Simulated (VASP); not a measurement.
A run of VASP 6.6.1 is set up as follows.

The input POSCAR:

```
N
1.0
    5.8151017200      0.0000000000      0.0000000000
    0.0000000000      5.8151017200      0.0000000000
    0.0000000000      0.0000000000      5.8151017200
N
8
Direct
    0.0639014400      0.0639014400      0.0639014400
    0.4360985600      0.9360985600      0.5639014400
    0.5639014400      0.4360985600      0.9360985600
    0.9360985600      0.5639014400      0.4360985600
    0.9541388600      0.9541388600      0.9541388600
    0.5458611400      0.0458611400      0.4541388600
    0.4541388600      0.5458611400      0.0458611400
    0.0458611400      0.4541388600      0.5458611400
```

File INCAR.step1:

```
PREC     = Accurate       # precision mode
ENCUT    = 520            # plane-wave cutoff, eV
ISMEAR   = 0              # smearing method
SIGMA    = 0.1            # smearing width, eV
LREAL    = F              # projectors in reciprocal space
LASPH    = T              # aspherical terms in the spheres
NELM     = 100            # most SCF steps
NBANDS   = 30             # bands
GGA      = PE             # functional
ALGO     = Normal         # electronic algorithm
EDIFF    = 1E-4           # SCF threshold, eV
LWAVE    = T              # write WAVECAR
LCHARG   = F              # write CHGCAR
```

Contents of INCAR.step2:

```
PREC     = Accurate       # precision mode
ENCUT    = 520            # plane-wave cutoff, eV
EDIFF    = 1E-6           # SCF threshold, eV
ISMEAR   = 0              # smearing method
SIGMA    = 0.1            # smearing width, eV
LREAL    = F              # projectors in reciprocal space
LASPH    = T              # aspherical terms in the spheres
NELM     = 100            # most SCF steps
ALGO     = Normal         # electronic algorithm
ISIF     = 2              # what is computed and relaxed
LWAVE    = F              # write WAVECAR
LCHARG   = T              # write CHGCAR
METAGGA  = R2SCAN         # meta-GGA
LMIXTAU  = T            
LELF     = T              # ELF
LVHAR    = T            
NBANDS   = 30             # bands
ISTART   = 1
```

Contents of KPOINTS:

```
Automatic mesh
0
Gamma
  4 4 4
```

Potentials or basis: VASP PAW PBE potentials, release 64 (N).

Launch:

```sh
$ cat potpaw_PBE.64/N/POTCAR > POTCAR
$ cp INCAR.step1 INCAR
$ mpirun -np 1 vasp_std > vasp.out
$ cp INCAR.step2 INCAR
$ mpirun -np 1 vasp_std > vasp.out
```

Problem. What does it give for the largest force?

Solution. 0.195 eV/Å.

Problem. Estimate the pressure.

Solution. -0.1 GPa.

Problem. What does it give for the band gap on the k mesh?

Solution. 8.13 eV, indirect (least direct gap 8.14 eV).

Forces in eV/Å, atoms in the order of the input:
```
N    0.104  0.104  0.104
N   -0.104 -0.104  0.104
N    0.104 -0.104 -0.104
N   -0.104  0.104 -0.104
N   -0.113 -0.113 -0.113
N    0.113  0.113 -0.113
N   -0.113  0.113  0.113
N    0.113 -0.113  0.113
```

Caveat: the standard files for N, O and F lose accuracy on very short bonds; the PAW data sets were made with another functional, which shifts forces and pressure a little. r2SCAN opens gaps a little over a GGA but as a rule still falls short of measured ones.
